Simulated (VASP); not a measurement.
Wanted: the native input for a VASP 6.6.1 run.

- Task: single point
- Functional: PBE
- Potentials or basis: VASP PAW PBE potentials, release 64 (Al, Cu, H)
- Cutoff: 520 eV
- k mesh: 9 × 9 × 1
- Occupations: gaussian, width 0.1 eV
- Spin: no spin polarisation
- Dipole correction: yes
- Further INCAR settings: ALGO = Normal; EDIFF = 1e-06; NBANDS = 26

The structure of Al4Cu2H lies in POSCAR:

```
Al4Cu2H
1.0
    4.0889418899      0.0000000000      0.0000000000
    2.0442840433      3.5412354524      0.0000000000
    0.0000000000      0.0000000000     20.3610078836
Al Cu H
4 2 1
Direct
    0.6667174561      0.6667174561      0.1964539291
    0.3334044385      0.3334044385      0.2784404877
    0.0000542489      0.0000542489      0.3605162434
    0.6667259434      0.6667259434      0.4351949537
    0.0000609473      0.0000609473      0.2374472084
    0.3333908767      0.3333908767      0.4027831442
    1.3333926101      1.3333926101      0.4804114169
```

These files were run (other wordings do the same):

INCAR

```
SYSTEM = Al4Cu2H
PREC     = Accurate       ! precision mode
ENCUT    = 520            ! plane-wave cutoff, eV
EDIFF    = 1E-6           ! SCF threshold, eV
ISMEAR   = 0              ! smearing method
SIGMA    = 0.1            ! smearing width, eV
LREAL    = .FALSE.        ! projectors in reciprocal space
LASPH    = .TRUE.         ! aspherical terms in the spheres
NELM     = 80             ! most SCF steps
ALGO     = Normal         ! electronic algorithm
ISIF     = 2              ! what is computed and relaxed
LWAVE    = .FALSE.        ! write WAVECAR
LCHARG   = .TRUE.         ! write CHGCAR
LDIPOL   = .TRUE.       
IDIPOL   = 3            
DIPOL    = 0.5 0.5 0.342
GGA      = PE             ! functional
LELF     = .TRUE.         ! ELF
LVHAR    = .TRUE.       
LVACPOTAV= .TRUE.       
NBANDS   = 26             ! bands
```

KPOINTS

```
regular mesh
0
G
  9 9 1
  0 0 0
```

Potentials or basis: VASP PAW PBE potentials, release 64 (Al, Cu, H).

The run is started by

```bash
$ cat potpaw_PBE.64/Al/POTCAR potpaw_PBE.64/Cu/POTCAR potpaw_PBE.64/H/POTCAR > POTCAR
$ mpirun -np 1 vasp_std > vasp.out
```

Results of the run:

- Largest force: 0.632 eV/Å
- Band gap on the k mesh: zero (an odd number of electrons rules out a gap without spin polarisation)

It took 5 min on 1 thread of Intel(R) Xeon(R) Platinum 8488C (Sapphire Rapids), with other jobs on the host, peak memory 0.45 GiB.
